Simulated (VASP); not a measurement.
A run of VASP 6.6.1 is set up as follows.

Contents of POSCAR:

```
BiB
1.0
    0.0000000000      2.6268329274      2.6268329274
    2.6268329274      0.0000000000      2.6268329274
    2.6268329274      2.6268329274      0.0000000000
B Bi
1 1
Direct
    0.0000000000      0.0000000000      0.0000000000
    0.5000000000      0.5000000000      0.5000000000
```

The input INCAR.step1:

```
SYSTEM = BiB
PREC     = Accurate       ! precision mode
ENCUT    = 520            ! plane-wave cutoff, eV
EDIFF    = 1E-5           ! SCF threshold, eV
ISMEAR   = -1             ! smearing method
SIGMA    = 0.02           ! smearing width, eV
LREAL    = .FALSE.        ! projectors in reciprocal space
LASPH    = .TRUE.         ! aspherical terms in the spheres
NELM     = 100            ! most SCF steps
ALGO     = Normal         ! electronic algorithm
ISIF     = 2              ! what is computed and relaxed
LWAVE    = .TRUE.         ! write WAVECAR
LCHARG   = .FALSE.        ! write CHGCAR
GGA      = PE             ! functional
NBANDS   = 16             ! bands
```

INCAR.step2

```
SYSTEM = BiB
PREC     = Accurate       ! precision mode
ENCUT    = 520            ! plane-wave cutoff, eV
EDIFF    = 1E-7           ! SCF threshold, eV
ISMEAR   = -1             ! smearing method
SIGMA    = 0.02           ! smearing width, eV
LREAL    = .FALSE.        ! projectors in reciprocal space
LASPH    = .TRUE.         ! aspherical terms in the spheres
NELM     = 100            ! most SCF steps
ALGO     = Normal         ! electronic algorithm
ISIF     = 2              ! what is computed and relaxed
LWAVE    = .FALSE.        ! write WAVECAR
LCHARG   = .FALSE.        ! write CHGCAR
GGA      = PE             ! functional
LHFCALC  = .TRUE.         ! exact exchange
AEXX     = 0.35           ! exact-exchange fraction
HFSCREEN = 0.3            ! screening, 1/A
PRECFOCK = Normal       
ISTART   = 1            
NBANDS   = 16             ! bands
```

The input KPOINTS:

```
Automatic mesh
0
G
  4 4 4
  0 0 0
```

Potentials or basis: VASP PAW PBE potentials, release 64 (B, Bi_d).

Command:

```sh
$ cat potpaw_PBE.64/B/POTCAR potpaw_PBE.64/Bi_d/POTCAR > POTCAR
$ cp INCAR.step1 INCAR
$ mpirun -np 1 vasp_std > vasp.out
$ cp INCAR.step2 INCAR
$ mpirun -np 1 vasp_std > vasp.out
```

**Question.** Estimate the band gap on the k mesh.

**Answer.** Zero (bands 9 and 10 overlap by 4.62 eV).

**Question.** Predict the pressure.

**Answer.** 0.5 GPa.

Caveat: the k points lie up to 0.52 Å⁻¹ apart, too coarse for converged energies and pressures of a metal; the PAW data sets were made with another functional, which shifts forces and pressure a little; spin-orbit coupling is left out, which moves the levels of the heavy elements.
